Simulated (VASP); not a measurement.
# GaSb (I-4m2) in VASP: notebook, part 2 of 2

VASP 6.6.1. Earlier steps stand in the parts before.

**3. Single point, LDA**

This run uses another cell than the first one, of 18.70 Å³/atom, 1.011 times its volume.

The input, INCAR:

```
  PREC = Accurate
  ENCUT = 520
  EDIFF = 1E-6
  ISMEAR = 0
  SIGMA = 0.15
  LREAL = F
  LASPH = T
  NELM = 100
  ALGO = Normal
  ISIF = 2
  LWAVE = F
  LCHARG = F
  GGA = CA
  NBANDS = 16
```

The input, KPOINTS:

```
Automatic mesh
0
Gamma
  16 16 16
```

The input, POSCAR:

```
GaSb
1.0
   -2.6275500000      2.6275500000      1.3540000000
    2.6275500000     -2.6275500000      1.3540000000
    2.6275500000      2.6275500000     -1.3540000000
Ga Sb
1 1
Direct
    0.2500000000      0.7500000000      0.5000000000
    0.0000000000      0.0000000000      0.0000000000
```

Potentials or basis: VASP PAW LDA potentials, release 64 (Ga_d, Sb).

Command:

```bash
$ cat potpaw_LDA.64/Ga_d/POTCAR potpaw_LDA.64/Sb/POTCAR > POTCAR
$ mpirun -np 1 vasp_std > vasp.out
```

OUTCAR:

```text
PREC = Accurate
   ENCUT = 520
   EDIFF = 1E-6
   ISMEAR = 0
   LREAL = F
   LASPH = T
   NELM = 100
   ISIF = 2
   GGA = CA

 ion  position               nearest neighbor table
   1  0.250  0.750  0.500-   2 2.71   2 2.71   2 2.71   2 2.71   2 3.32   2 3.32   2 3.32   2 3.32

   2  0.000  0.000  0.000-   1 2.71   1 2.71   1 2.71   1 2.71   1 3.32   1 3.32   1 3.32   1 3.32

  LATTYP: Found a body centered tetragonal cell.
 ALAT       =     5.2551000000
 C/A-ratio  =     0.5153089380

  Lattice vectors:

 A1 = (  -2.6275500000,   2.6275500000,   1.3540000000)
 A2 = (   2.6275500000,  -2.6275500000,   1.3540000000)
 A3 = (   2.6275500000,   2.6275500000,  -1.3540000000)

Analysis of symmetry for initial positions (statically):
=====================================================================
 Subroutine PRICEL returns:
 Original cell was already a primitive cell.

 Routine SETGRP: Setting up the symmetry group for a
 body centered tetragonal supercell.

 Subroutine GETGRP returns: Found  8 space group operations
 (whereof  8 operations were pure point group operations)
 out of a pool of 16 trial point group operations.

The static configuration has the point symmetry D_2d.

Analysis of symmetry for dynamics (positions and initial velocities):
=====================================================================
 Subroutine PRICEL returns:
 Original cell was already a primitive cell.

 Routine SETGRP: Setting up the symmetry group for a
 body centered tetragonal supercell.

 Subroutine GETGRP returns: Found  8 space group operations
 (whereof  8 operations were pure point group operations)
 out of a pool of 16 trial point group operations.

The dynamic configuration has the point symmetry D_2d.

 Subroutine INISYM returns: Found  8 space group operations
 (whereof  8 operations are pure point group operations),
[... 112 lines left out ...]
   EFERMI_NEDOS =   21; number of points for ismear=-14 and -15
   IALGO  =     38    algorithm
   IMIX   =      4    mixing-type and parameters
     AMIX     =   0.40;   BMIX     =  1.00
     AMIX_MAG =   1.60;   BMIX_MAG =  1.00
  volume/ion in A,a.u.               =      18.70       126.17
  Fermi-wavevector in a.u.,A,eV,Ry     =   1.283036  2.424586 22.397652  1.646181
  Thomas-Fermi vector in A             =   2.415312
   LORBIT       =      0    0 simple, 1 ext, 2 COOP (PROOUT), +10 PAW based schemes
   GGA     = CA    functional components
   LHFCALC =     F    Hartree Fock is set to
   AEXX    =    0.0000 exact exchange contribution
   IVDW    =     0    specifies the selected vdW correction
   LEPSILON=     F    determine dielectric tensor
   LRPA    =     F    only Hartree local field effects (RPA)
 non-spin polarized calculation
 Gauss-broadening in eV      SIGMA  =   0.15
  energy-cutoff  :      520.00
  volume of cell :       37.39
 maximum number of plane-waves:      1029
 NGX is ok and might be reduce to    30
   NGX = 15   NGY = 15   NGZ = 15

 number of electron      17.9999989 magnetization

 Free energy of the ion-electron system (eV)
  ---------------------------------------------------
  ext. energy  EPLUGINS =         0.00000000
  ---------------------------------------------------
  free energy    TOTEN  =        -7.93288729 eV

  energy without entropy =       -7.92657002  energy(sigma->0) =       -7.92972865

 E-fermi :   9.6864     XC(G=0): -11.6608

 val. band max:        9.6731702387   @ k =   0.1250   0.1250   0.0625
 cond. band min:       9.6887102007   @ k =   0.4375   0.3125   0.0625
 fundamental gap:      0.0155399620
 Fermi energy:         9.6863736363

 k-point     1 :       0.0000    0.0000    0.0000
  band No.  band energies     occupation
      1      -5.8445      2.00000
      2      -5.6245      2.00000
      3      -5.6222      2.00000
      4      -5.4763      2.00000
      5      -5.4763      2.00000
      6      -4.5692      2.00000
[... 433 lines left out ...]
      3      -5.6236      2.00000
      4      -5.4764      2.00000
      5      -5.4758      2.00000
      6      -4.5306      2.00000
[... 8 lines left out ...]
     15      20.8628      0.00000
     16      21.2243      0.00000

 [... further k-points ...]

------------------------ aborting loop because EDIFF is reached ----------------------------------------

  FORCE on cell =-STRESS in cart. coord.  units (eV):
  Direction    XX          YY          ZZ          XY          YZ          ZX
  --------------------------------------------------------------------------------------
  -------------------------------------------------------------------------------------
  Total        3.1206154      3.1206154      7.0059023      0.0000000      0.0000000      0.0000000
  in kB      133.7119401    133.7119401    300.1884840      0.0000000      0.0000000      0.0000000
  external PRESSURE =     189.2041214 kB  Pullay stress =       0.0000000 kB

 VOLUME and BASIS-vectors are now :
 -----------------------------------------------------------------------------
  energy-cutoff  :      520.00
  volume of cell :       37.39
      direct lattice vectors                 reciprocal lattice vectors
    -2.627550000  2.627550000  1.354000000     0.000000000  0.190291336  0.369276219
     2.627550000 -2.627550000  1.354000000     0.190291336  0.000000000  0.369276219
     2.627550000  2.627550000 -1.354000000     0.190291336  0.190291336  0.000000000

 POSITION                                       TOTAL-FORCE (eV/Angst)
 -----------------------------------------------------------------------------------
      2.62755     -0.00000      0.67700        -0.000000      0.000000     -0.000000
      0.00000      0.00000      0.00000         0.000000     -0.000000      0.000000
 -----------------------------------------------------------------------------------
    total drift:                                0.000000     -0.000000      0.000000

  FREE ENERGIE OF THE ION-ELECTRON SYSTEM (eV)
  ---------------------------------------------------
  free  energy   TOTEN  =        -7.9328872851 eV

  energy  without entropy=       -7.9265700169  energy(sigma->0) =       -7.92972865
```

OSZICAR:

```text
N       E                     dE             d eps       ncg     rms          rms(c)
DAV:   1     0.848991614149E+02    0.84899E+02   -0.82285E+03 11240   0.161E+03
DAV:   2    -0.189585145560E+01   -0.86795E+02   -0.83699E+02 12920   0.323E+02
DAV:   3    -0.789494813368E+01   -0.59991E+01   -0.59701E+01 13592   0.646E+01
DAV:   4    -0.799021133187E+01   -0.95263E-01   -0.95247E-01 13792   0.890E+00
DAV:   5    -0.799238841323E+01   -0.21771E-02   -0.21770E-02 14176   0.123E+00    0.387E+00
DAV:   6    -0.794996457134E+01    0.42424E-01   -0.42574E-02 14736   0.433E+00    0.223E+00
DAV:   7    -0.793343486720E+01    0.16530E-01   -0.11644E-02 15256   0.155E+00    0.290E-01
DAV:   8    -0.793289911646E+01    0.53575E-03   -0.16936E-03 15040   0.642E-01    0.384E-02
DAV:   9    -0.793288850688E+01    0.10610E-04   -0.67918E-05 13352   0.752E-02    0.164E-02
DAV:  10    -0.793288730833E+01    0.11986E-05   -0.71163E-06 14432   0.232E-02    0.621E-03
DAV:  11    -0.793288728511E+01    0.23213E-07   -0.59491E-07  9200   0.843E-03
   1 F= -.79328873E+01 E0= -.79297287E+01  d E =-.631727E-02
```

Run time: 2.5 min. Hardware: 1 thread of Intel Xeon 6975P-C, shared host; peak memory 0.33 GiB.

Results:

* Free energy: -7.9329 eV
* Pressure: 18.9 GPa
* Band gap on the k mesh: zero (band 9 reaches 11.23 eV, above the bottom of band 10 at 5.94 eV)

Caveat: spin-orbit coupling is left out, which moves the levels of the heavy elements.
